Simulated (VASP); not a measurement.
# Fe (P6_3/mmc) in VASP: notebook

The runs below take Fe through single point, with PBEsol.

All numbers are computed with VASP 6.6.1; they aren't measurements. Logs are shortened: lines on timing, memory, paths and dates and some standing lists are left out, and cuts for length are marked.

## 1. The cell of the first run

It takes space group P6_3/mmc (No. 194, hexagonal). The conventional cell has a = 2.419 Å, b = 2.419 Å, c = 7.788 Å, α = 90.00°, β = 90.00°, γ = 120.00°. Within 3.2 Å of Fe (site symmetry -3m) lie 12 Fe at 2.40 to 2.42 Å. Within 3.2 Å of Fe (site symmetry -6m2) lie 12 Fe at 2.40 to 2.42 Å.

This isn't the form of Fe at room conditions, which is bcc.

## 2. Single point, PBEsol

INCAR

```
PREC     = Accurate       # precision mode
ENCUT    = 520            # plane-wave cutoff, eV
EDIFF    = 1E-6           # SCF threshold, eV
ISMEAR   = -1             # smearing method
SIGMA    = 0.1            # smearing width, eV
LREAL    = F              # projectors in reciprocal space
LASPH    = T              # aspherical terms in the spheres
NELM     = 60             # most SCF steps
ALGO     = Normal         # electronic algorithm
ISIF     = 2              # what is computed and relaxed
LWAVE    = F              # write WAVECAR
LCHARG   = T              # write CHGCAR
GGA      = PS             # functional
LELF     = T              # ELF
LVHAR    = T            
NBANDS   = 24             # bands
```

KPOINTS

```
regular mesh
0
Gamma
  14 14 4
```

POSCAR

```
Fe
1.0
    2.4194832228      0.0000000000      0.0000000000
   -1.2097416114      2.0953339350      0.0000000000
    0.0000000000      0.0000000000      7.7882904502
Fe
4
Direct
    0.0000000000      1.0000000000      0.0000000000
    0.0000000000      1.0000000000      0.5000000000
    0.3333333333      0.6666666667      0.2500000000
    0.6666666667      0.3333333333      0.7500000000
```

Potentials or basis: VASP PAW PBE potentials, release 64 (Fe).

The run is started by

```
$ cat potpaw_PBE.64/Fe/POTCAR > POTCAR
$ mpirun -np 1 vasp_std > vasp.out
```

OUTCAR:

```text
PREC = Accurate
   ENCUT = 520
   EDIFF = 1E-6
   ISMEAR = -1
   LREAL = F
   LASPH = T
   NELM = 60
   ISIF = 2
   GGA = PS

 ion  position               nearest neighbor table
   1  0.000  0.000  0.000-   3 2.40   4 2.40   4 2.40   3 2.40   4 2.40   3 2.40
   2  0.000  0.000  0.500-   3 2.40   4 2.40   4 2.40   3 2.40   4 2.40   3 2.40
   3  0.333  0.667  0.250-   1 2.40   2 2.40   1 2.40   2 2.40   1 2.40   2 2.40
   4  0.667  0.333  0.750-   1 2.40   2 2.40   1 2.40   2 2.40   1 2.40   2 2.40

  LATTYP: Found a hexagonal cell.
 ALAT       =     2.4194832228
 C/A-ratio  =     3.2189892357

  Lattice vectors:

 A1 = (   2.4194832228,   0.0000000000,   0.0000000000)
 A2 = (  -1.2097416114,   2.0953339350,   0.0000000000)
 A3 = (   0.0000000000,   0.0000000000,   7.7882904502)

Analysis of symmetry for initial positions (statically):
=====================================================================
 Subroutine PRICEL returns:
 Original cell was already a primitive cell.

 Routine SETGRP: Setting up the symmetry group for a
 hexagonal supercell.

 Subroutine GETGRP returns: Found 24 space group operations
 (whereof 12 operations were pure point group operations)
 out of a pool of 24 trial point group operations.

The static configuration has the point symmetry D_3d.
 The point group associated with its full space group is D_6h.

Analysis of symmetry for dynamics (positions and initial velocities):
=====================================================================
 Subroutine PRICEL returns:
 Original cell was already a primitive cell.

 Routine SETGRP: Setting up the symmetry group for a
 hexagonal supercell.

 Subroutine GETGRP returns: Found 24 space group operations
 (whereof 12 operations were pure point group operations)
 out of a pool of 24 trial point group operations.

The dynamic configuration has the point symmetry D_3d.
 The point group associated with its full space group is D_6h.

 Subroutine INISYM returns: Found 24 space group operations
 (whereof 12 operations are pure point group operations),
 and found     1 'primitive' translations

----------------------------------------------------------------------------------------

                                     Primitive cell

  volume of cell :      39.4837

  direct lattice vectors                    reciprocal lattice vectors
     2.419483223  0.000000000  0.000000000     0.413311401  0.238625449  0.000000000
    -1.209741611  2.095333935  0.000000000     0.000000000  0.477250897  0.000000000
     0.000000000  0.000000000  7.788290450     0.000000000  0.000000000  0.128397882

  length of vectors
     2.419483223  2.419483223  7.788290450     0.477250897  0.477250897  0.128397882

  position of ions in fractional coordinates (direct lattice)
     0.000000000  0.000000000  0.000000000
     0.000000000  0.000000000  0.500000000
     0.333333333  0.666666667  0.250000000
     0.666666667  0.333333333  0.750000000

  ion indices of the primitive-cell ions
   primitive index   ion index
                 1           1
                 2           2
                 3           3
                 4           4

----------------------------------------------------------------------------------------

 KPOINTS: regular mesh

Automatic generation of k-mesh.
 Grid dimensions read from file:
 generate k-points for:   14   14    4

 Generating k-lattice:

  Cartesian coordinates                     Fractional coordinates (reciprocal lattice)
     0.029522243  0.017044675  0.000000000     0.071428571 -0.000000000  0.000000000
     0.000000000  0.034089350  0.000000000     0.000000000  0.071428571  0.000000000
     0.000000000  0.000000000  0.032099471     0.000000000  0.000000000  0.250000000

  Length of vectors
     0.034089350  0.034089350  0.032099471

  Shift w.r.t. Gamma in fractional coordinates (k-lattice)
     0.000000000  0.000000000  0.000000000

 Subroutine IBZKPT returns following result:
 ===========================================

 Found     72 irreducible k-points:

 Following reciprocal coordinates:
            Coordinates               Weight
  0.000000  0.000000  0.000000      1.000000
  0.071429  0.000000  0.000000      6.000000
  0.142857 -0.000000  0.000000      6.000000
  0.214286 -0.000000  0.000000      6.000000
  0.285714 -0.000000  0.000000      6.000000
  0.357143  0.000000  0.000000      6.000000
[... 16 lines left out ...]
  0.285714  0.285714  0.000000      6.000000
  0.357143  0.285714  0.000000      6.000000
 [... further k-points ...]
   k-points           NKPTS =     72   k-points in BZ     NKDIM =     72   number of bands    NBANDS=     24
   number of dos      NEDOS =    301   number of ions     NIONS =      4
   total plane-waves  NPLWV =  19440
   dimension x,y,z NGX =    18 NGY =   18 NGZ =   60
   dimension x,y,z NGXF=    36 NGYF=   36 NGZF=  120
   ions per type =               4
   NGX,Y,Z   is equivalent  to a cutoff of  12.37, 12.37, 12.81 a.u.
   NGXF,Y,Z  is equivalent  to a cutoff of  24.74, 24.74, 25.61 a.u.
 SYSTEM =  unknown system
   PREC   = accura    normal or accurate (medium, high low for compatibility)
   ISTART =      0    job   : 0-new  1-cont  2-samecut
   ICHARG =      2    charge: 1-file 2-atom 10-const
   ISPIN  =      1    spin polarized calculation?
   LNONCOLLINEAR =      F non collinear calculations
   LSORBIT =      F    spin-orbit coupling
   LASPH  =      T    aspherical Exc in radial PAW
   ENCUT  =  520.0 eV  38.22 Ry    6.18 a.u.   4.50  4.50 14.48*2*pi/ulx,y,z
   NELM   =     60;   NELMIN=  2; NELMDL= -5     # of ELM steps
   EDIFF  = 0.1E-05   stopping-criterion for ELM
   LREAL  =      F    real-space projection
   EDIFFG = 0.1E-04   stopping-criterion for IOM
   NSW    =      0    number of steps for IOM
   IBRION =     -1    ionic relax: 0-MD 1-quasi-New 2-CG
   NFREE  =      0    steps in history (QN), initial steepest desc. (CG)
   ISIF   =      2    stress and relaxation
   ISYM   =      2    0-nonsym 1-usesym 2-fastsym
   POTIM  = 0.5000    time-step for ionic-motion
   TEBEG  =    0.0;   TEEND  =   0.0 temperature during run
   PSTRESS=    0.0 pullay stress
   NELECT =      32.0000    total number of electrons
   NUPDOWN=      -1.0000    fix difference up-down
   EMIN   =  10.00;   EMAX   =-10.00  energy-range for DOS
   EFERMI =   0.00;   METHOD = LEGACY
   ISMEAR =    -1;   SIGMA  =   0.10  broadening in eV -4-tet -1-fermi 0-gaus
   EFERMI_NEDOS =   21; number of points for ismear=-14 and -15
   IALGO  =     38    algorithm
   IMIX   =      4    mixing-type and parameters
     AMIX     =   0.40;   BMIX     =  1.00
     AMIX_MAG =   1.60;   BMIX_MAG =  1.00
  volume/ion in A,a.u.               =       9.87        66.61
  Fermi-wavevector in a.u.,A,eV,Ry     =   1.526343  2.884370 31.697808  2.329723
  Thomas-Fermi vector in A             =   2.634389
   LORBIT       =      0    0 simple, 1 ext, 2 COOP (PROOUT), +10 PAW based schemes
   GGA     = PS    functional components
   LHFCALC =     F    Hartree Fock is set to
   AEXX    =    0.0000 exact exchange contribution
   IVDW    =     0    specifies the selected vdW correction
   LEPSILON=     F    determine dielectric tensor
   LRPA    =     F    only Hartree local field effects (RPA)
 non-spin polarized calculation
  energy-cutoff  :      520.00
  volume of cell :       39.48
 maximum number of plane-waves:      1084
 NGX is ok and might be reduce to    18
   NGX =  9   NGY =  9   NGZ = 29

 number of electron      32.0000023 magnetization

 Free energy of the ion-electron system (eV)
  ---------------------------------------------------
  ext. energy  EPLUGINS =         0.00000000
  ---------------------------------------------------
  free energy    TOTEN  =       -35.61120827 eV

  energy without entropy =      -35.39663008  energy(sigma->0) =      -35.50391918

 E-fermi :   7.0930     XC(G=0): -14.1396

 val. band max:        7.0898815630   @ k =   0.2857  -0.0000   0.0000
 cond. band min:       7.0932816356   @ k =   0.5000  -0.0000   0.2500
 fundamental gap:      0.0034000726
 Fermi energy:         7.0929882806

 k-point     1 :       0.0000    0.0000    0.0000
  band No.  band energies     occupation
      1      -2.0354      2.00000
      2       0.3945      2.00000
      3       0.4026      2.00000
      4       1.9714      2.00000
      5       4.8507      2.00000
      6       4.8550      2.00000
[... 16 lines left out ...]
     23       8.0394      0.00016
     24       8.0394      0.00016

 k-point     2 :       0.0714    0.0000    0.0000
  band No.  band energies     occupation
      1      -1.8383      2.00000
      2       0.5618      2.00000
      3       0.5689      2.00000
      4       2.1092      2.00000
      5       4.6744      2.00000
      6       4.7662      2.00000
[... 16 lines left out ...]
     23       8.0544      0.00013
     24       9.0934      0.00000

 k-point     3 :       0.1429   -0.0000    0.0000
  band No.  band energies     occupation
      1      -1.2655      2.00000
      2       1.0218      2.00000
      3       1.0256      2.00000
      4       2.4771      2.00000
      5       4.3419      2.00000
      6       4.5519      2.00000
[... 16 lines left out ...]
     23       8.0952      0.00009
     24      10.5721      0.00000

 k-point     4 :       0.2143   -0.0000    0.0000
  band No.  band energies     occupation
      1      -0.3803      2.00000
      2       1.6136      2.00000
      3       1.6164      2.00000
      4       2.9050      2.00000
      5       4.0627      2.00000
      6       4.2052      2.00000
[... 16 lines left out ...]
     23       8.1481      0.00005
     24      12.1876      0.00000

 k-point     5 :       0.2857   -0.0000    0.0000
  band No.  band energies     occupation
      1       0.6788      2.00000
      2       2.0267      2.00000
      3       2.0317      2.00000
      4       3.0532      2.00000
      5       3.7989      2.00000
      6       3.9470      2.00000
[... 16 lines left out ...]
     23       8.4277      0.00000
     24      13.8960      0.00000

 k-point     6 :       0.3571    0.0000    0.0000
  band No.  band energies     occupation
      1       1.6131      2.00000
      2       2.0633      2.00000
      3       2.1766      2.00000
      4       2.9130      2.00000
      5       3.5541      2.00000
      6       3.6953      2.00000
[... 16 lines left out ...]
     23       8.8688      0.00000
     24      15.4548      0.00000
[... 379 lines left out ...]
 k-point    21 :       0.2857    0.2143    0.0000
  band No.  band energies     occupation
      1       2.7062      2.00000
      2       2.7066      2.00000
      3       3.0217      2.00000
      4       3.2285      2.00000
      5       3.2974      2.00000
      6       3.6625      2.00000
[... 16 lines left out ...]
     23      11.1857      0.00000
     24      15.7615      0.00000

 k-point    22 :       0.3571    0.2143    0.0000
  band No.  band energies     occupation
      1       2.6204      2.00000
      2       2.7542      2.00000
      3       3.1312      2.00000
      4       3.4743      2.00000
      5       3.5353      2.00000
      6       3.6559      2.00000
[... 16 lines left out ...]
     23      12.4653      0.00000
     24      13.7808      0.00000

 k-point    23 :       0.2857    0.2857    0.0000
  band No.  band energies     occupation
      1       3.0622      2.00000
      2       3.0938      2.00000
      3       3.1192      2.00000
      4       3.3527      2.00000
      5       3.4902      2.00000
      6       3.6122      2.00000
[... 16 lines left out ...]
     23      12.9135      0.00000
     24      15.3678      0.00000

 k-point    24 :       0.3571    0.2857    0.0000
  band No.  band energies     occupation
      1       3.0324      2.00000
      2       3.2524      2.00000
      3       3.3741      2.00000
      4       3.4477      2.00000
      5       3.6184      2.00000
      6       3.7076      2.00000
[... 16 lines left out ...]
     23      14.1439      0.00000
     24      14.2075      0.00000

 [... further k-points ...]
[... 5 lines left out ...]
  --------------------------------------------------------------------------------------
  -------------------------------------------------------------------------------------
  Total       -0.0995026     -0.0995026     -0.1113771     -0.0000000     -0.0000000      0.0000000
  in kB       -4.0376360     -4.0376360     -4.5194802     -0.0000000     -0.0000000      0.0000000
  external PRESSURE =      -4.1982507 kB  Pullay stress =       0.0000000 kB

 VOLUME and BASIS-vectors are now :
 -----------------------------------------------------------------------------
  energy-cutoff  :      520.00
  volume of cell :       39.48
      direct lattice vectors                 reciprocal lattice vectors
     2.419483223  0.000000000  0.000000000     0.413311401  0.238625449  0.000000000
    -1.209741611  2.095333935  0.000000000     0.000000000  0.477250897  0.000000000
     0.000000000  0.000000000  7.788290450     0.000000000  0.000000000  0.128397882

 POSITION                                       TOTAL-FORCE (eV/Angst)
 -----------------------------------------------------------------------------------
      0.00000      0.00000      0.00000         0.000000      0.000000     -0.000000
      0.00000      0.00000      3.89415         0.000000      0.000000     -0.000000
     -0.00000      1.39689      1.94707        -0.000000      0.000000     -0.000000
      1.20974      0.69844      5.84122         0.000000     -0.000000      0.000000
 -----------------------------------------------------------------------------------
    total drift:                                0.000000     -0.000000      0.000000

  FREE ENERGIE OF THE ION-ELECTRON SYSTEM (eV)
  ---------------------------------------------------
  free  energy   TOTEN  =       -35.6112082732 eV

  energy  without entropy=      -35.3966300836  energy(sigma->0) =      -35.50391918
```

Wall time 52 s (1 thread of Intel Xeon Platinum 8375C at 2.90GHz (Ice Lake), shared host); peak memory 0.18 GiB.

What came out:

```
Free energy            : -35.6112 eV
Pressure               : -0.4 GPa
Band gap on the k mesh : zero (bands 16 and 17 overlap by 1.76 eV)
```

Caveat: the PAW data sets were made with another functional, which shifts forces and pressure a little; the run has no spin polarisation, though such a crystal can be magnetic.

## 3. Single point, PBEsol (8.69 Å³/atom)

This run uses another cell than the first one, of 8.69 Å³/atom.

INCAR

```
SYSTEM = Fe
ALGO = Normal
EDIFF = 1E-7
ENCUT = 520
GGA = PS
ISIF = 2
ISMEAR = -1
LASPH = .TRUE.
LCHARG = .FALSE.
LREAL = .FALSE.
LWAVE = .FALSE.
NBANDS = 24
NELM = 100
PREC = Accurate
SIGMA = 0.1
```

KPOINTS

```
k-points
0
G
  20 20 6
  0 0 0
```

POSCAR

```
Fe
1.0
    2.3185519915      0.0000000000      0.0000000000
   -1.1592759958      2.0079249247      0.0000000000
    0.0000000000      0.0000000000      7.4633939031
Fe
4
Direct
    0.0000000000      1.0000000000      0.0000000000
    0.0000000000      1.0000000000      0.5000000000
    0.3333333333      0.6666666667      0.2500000000
    0.6666666667      0.3333333333      0.7500000000
```

Potentials or basis: VASP PAW PBE potentials, release 64 (Fe).

The run is started by

```
$ cat potpaw_PBE.64/Fe/POTCAR > POTCAR
$ mpirun -np 1 vasp_std > vasp.out
```

Wall time 2.1 min (1 thread of Intel Xeon Platinum 8375C at 2.90GHz (Ice Lake), shared host); peak memory 0.23 GiB.

The run converged. Its results:

- Free energy: -34.9127 eV
- Pressure: 53.8 GPa
- Band gap on the k mesh: zero (bands 16 and 17 overlap by 2.18 eV)

Stress tensor (GPa, compression positive):
```
53.52  0.00  0.00
 0.00 53.52  0.00
 0.00  0.00 54.34
```

Levels at points of the mesh, in eV from the Fermi level:
```
           k point  band 12  band 13  band 14  band 15  band 16  band 17  band 18  band 19  band 20  band 21
(0.00, 0.00, 0.00)    -1.78    -1.78    -1.68    -1.68    -0.59    -0.59    -0.02    -0.02     0.37     0.45
(0.50, 0.00, 0.00)    -0.75    -0.70     0.99     1.17     1.18     1.28     1.29     1.43     1.48     1.51
(0.00, 0.00, 0.50)    -1.94    -1.94    -1.94    -1.35    -1.35    -0.27    -0.27    -0.27    -0.27     0.83
(0.50, 0.00, 0.50)    -1.22    -0.47    -0.47     0.66     0.66     1.20     1.20     1.41     1.41     3.10
```

Caveat: the cell stands under pressure; the PAW data sets were made with another functional, which shifts forces and pressure a little; the run has no spin polarisation, though such a crystal can be magnetic. Spin polarisation is off, so any magnetic state and its effect on volume and gap are missing.

## 4. Single point, PBEsol (9.08 Å³/atom)

This run uses another cell than the first one, of 9.08 Å³/atom.

INCAR

```
ALGO = Normal
EDIFF = 1E-7
ENCUT = 520
GGA = PS
ISIF = 2
ISMEAR = -1
LASPH = True
LCHARG = True
LELF = True
LREAL = False
LVHAR = True
LWAVE = False
NBANDS = 24
NELM = 60
PREC = Accurate
SIGMA = 0.1
```

KPOINTS

```
k-points
0
Gamma
  20 20 6
```

POSCAR

```
Fe
1.0
    2.3531623478      0.0000000000      0.0000000000
   -1.1765811739      2.0378983724      0.0000000000
    0.0000000000      0.0000000000      7.5748042672
Fe
4
Direct
    0.0000000000      1.0000000000      0.0000000000
    0.0000000000      1.0000000000      0.5000000000
    0.3333333333      0.6666666667      0.2500000000
    0.6666666667      0.3333333333      0.7500000000
```

The run is started by

```
$ cat potpaw_PBE.64/Fe/POTCAR > POTCAR
$ mpirun -np 1 vasp_std > vasp.out
```

Wall time 2.1 min (1 thread of Intel Xeon Platinum 8375C at 2.90GHz (Ice Lake), shared host); peak memory 0.24 GiB.

It converged, with:

* Free energy: -35.3288 eV
* Pressure: 31.5 GPa
* Band gap on the k mesh: zero (bands 16 and 17 overlap by 2.03 eV)

Stress tensor (GPa, compression positive):
```
31.33  0.00  0.00
 0.00 31.33  0.00
 0.00  0.00 31.77
```

Levels at points of the mesh, in eV from the Fermi level:
```tsv
k point	band 12	band 13	band 14	band 15	band 16	band 17	band 18	band 19	band 20	band 21
(0.00, 0.00, 0.00)	-1.67	-1.67	-1.58	-1.58	-0.55	-0.55	-0.02	-0.02	0.33	0.42
(0.50, 0.00, 0.00)	-0.70	-0.66	0.94	1.10	1.10	1.19	1.20	1.33	1.38	1.41
(0.00, 0.00, 0.50)	-1.81	-1.81	-1.81	-1.32	-1.32	-0.26	-0.26	-0.26	-0.26	0.78
(0.50, 0.00, 0.50)	-1.17	-0.46	-0.46	0.61	0.61	1.12	1.12	1.32	1.32	2.93
```

Caveat: the cell stands under pressure; the PAW data sets were made with another functional, which shifts forces and pressure a little; the run has no spin polarisation, though such a crystal can be magnetic. Spin polarisation is off, so any magnetic state and its effect on volume and gap are missing.

## 5. Overview

| cell | k mesh | gap on the mesh (eV) | pressure (GPa) |
| --- | --- | --- | --- |
| a = 2.419, b = 2.419, c = 7.788 Å, angles 90.0, 90.0, 120.0°, 4 atoms | 14 × 14 × 4 | none | -0.4 |
| a = 2.319, b = 2.319, c = 7.463 Å, angles 90.0, 90.0, 120.0°, 4 atoms | 20 × 20 × 6 | none | 53.8 |
| a = 2.353, b = 2.353, c = 7.575 Å, angles 90.0, 90.0, 120.0°, 4 atoms | 20 × 20 × 6 | none | 31.5 |

Alike in all rows: task single point; level PBEsol; potentials or basis VASP PAW PBE potentials, release 64 (Fe); no spin polarisation; cutoff (eV) 520; smearing fermi-dirac 0.1 eV.

Caveats: the PAW data sets were made with another functional, which shifts forces and pressure a little; the run has no spin polarisation, though such a crystal can be magnetic; the cell stands under pressure (at least some runs).

Absolute energies hang on the potentials; compare differences alone.
